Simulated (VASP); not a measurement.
Set up this calculation in VASP 6.6.1, as the native input.

```yaml
Task: single point
Functional: r2SCAN
Potentials_or_basis: VASP PAW PBE potentials, release 64 (Rh_pv)
Cutoff: 520 eV
k_mesh: 24 × 24 × 12
Occupations: gaussian, width 0.1 eV
Spin: no spin polarisation
Dipole_correction: no
Further_INCAR_settings: ALGO = Normal; EDIFF = 1e-06; NBANDS = 22
```

Crystal: Rh.

```xyz
2
Lattice="2.7577 0.0000 0.0000 -1.3789 2.3883 0.0000 0.0000 0.0000 4.2835" Properties=species:S:1:pos:R:3 pbc="T T T"
Rh    1.3789    0.7961    3.2126
Rh    0.0000    1.5922    1.0709
```

This cell differs from its parent crystal: biaxial strain in the a-b plane: +2.0 %, then relaxed in part.

The input as run:

POSCAR

```
Rh
1.0
    2.7577160472      0.0000000000      0.0000000000
   -1.3788580236      2.3882521533      0.0000000000
    0.0000000000      0.0000000000      4.2835312916
Rh
2
Direct
    0.6666666667      0.3333333333      0.7500000000
    0.3333333333      0.6666666667      0.2500000000
```

INCAR.step1

```
SYSTEM = Rh
PREC = Accurate
ENCUT = 520
ISMEAR = 0
SIGMA = 0.1
LREAL = .False.
LASPH = .True.
NELM = 60
NBANDS = 22
GGA = PE
ALGO = Normal
EDIFF = 1E-4
LWAVE = .True.
LCHARG = .False.
```

INCAR.step2

```
SYSTEM = Rh
PREC = Accurate
ENCUT = 520
EDIFF = 1E-6
ISMEAR = 0
SIGMA = 0.1
LREAL = .False.
LASPH = .True.
NELM = 60
ALGO = Normal
ISIF = 2
LWAVE = .False.
LCHARG = .False.
METAGGA = R2SCAN
LMIXTAU = .True.
NBANDS = 22
ISTART = 1
```

KPOINTS

```
Automatic mesh
0
Gamma
  24 24 12
  0 0 0
```

Potentials or basis: VASP PAW PBE potentials, release 64 (Rh_pv).

Launch:

```sh
$ cat potpaw_PBE.64/Rh_pv/POTCAR > POTCAR
$ cp INCAR.step1 INCAR
$ mpirun -np 1 vasp_std > vasp.out
$ cp INCAR.step2 INCAR
$ mpirun -np 1 vasp_std > vasp.out
```

Results of the run:

```yaml
Pressure: -4.8 GPa
Band_gap_on_the_k_mesh: zero (band 15 reaches 11.97 eV, above the bottom of band 16 at 9.69 eV)
```

Caveat: the cell differs from its parent crystal (biaxial strain in the a-b plane: +2.0 %, then relaxed in part); the PAW data sets were made with another functional, which shifts forces and pressure a little.

Run time: 19 min on 1 thread of Oxide Virtual Turin-like Processor, with other jobs on the host, peak memory 0.29 GiB.
